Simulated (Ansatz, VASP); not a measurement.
**TePb in VASP and in Ansatz**

Contents of INCAR:

```
ALGO = Normal
EDIFF = 1E-7
ENCUT = 520
GGA = PE
ISIF = 2
ISMEAR = -1
LASPH = T
LCHARG = F
LREAL = F
LWAVE = F
NBANDS = 17
NELM = 100
PREC = Accurate
SIGMA = 0.02
```

The input KPOINTS:

```
k-points
0
Gamma
  4 4 4
```

POSCAR

```
TePb
1.0
    3.9750058709      0.0000000000      0.0000000000
    0.0000000000      3.9750058709      0.0000000000
    0.0000000000      0.0000000000      3.9750058709
Pb Te
1 1
Direct
    0.0000000000      0.0000000000      0.0000000000
    0.5000000000      0.5000000000      0.5000000000
```

Input for Ansatz:

```yaml
crystal:
  lattice:
    - [3.9750058709, 0.0, 0.0]
    - [0.0, 3.9750058709, 0.0]
    - [0.0, 0.0, 3.9750058709]
  atoms:
    - { symbol: Pb, position: [0.0, 0.0, 0.0] }
    - { symbol: Te, position: [0.5, 0.5, 0.5] }
kpoints:
  mp_grid: { grid: [4, 4, 4] }
hamiltonian:
  xc: pbe
scf:
  occupations: { method: fermi_dirac, width: 0.02 }
  n_extra_bands: 4
output:
  forces: true
  stress: true
  eigenvalues: true
```

Alike in both runs: task single point; functional PBE; k mesh 4 × 4 × 4; occupations fermi-dirac, width 0.02 eV; no spin polarisation.

|  | VASP | Ansatz |
| --- | --- | --- |
| version | VASP 6.6.1 | Ansatz 0.2.0 |
| potentials or method | VASP PAW PBE potentials, release 64 (Pb_d, Te) | plane waves, PAW |
| plane-wave cutoff (eV) | 520 | 420 |
| valence electrons in the cell | 20 | 30 |

VASP gave:

| Quantity | Value |
| --- | --- |
| pressure (GPa) | 1.4 |

**Question.** Which values does Ansatz return?

**Answer.** Pressure (GPa): 1.5.

With one functional, cell and mesh, what is left measures potentials, basis and numerics. VASP's potentials hold 20 valence electrons a cell and Ansatz's 30, so a difference there can come from the potentials and not from the codes.

The k mesh is coarse, so the values compare programs but aren't converged. Neither program's run includes spin-orbit coupling.
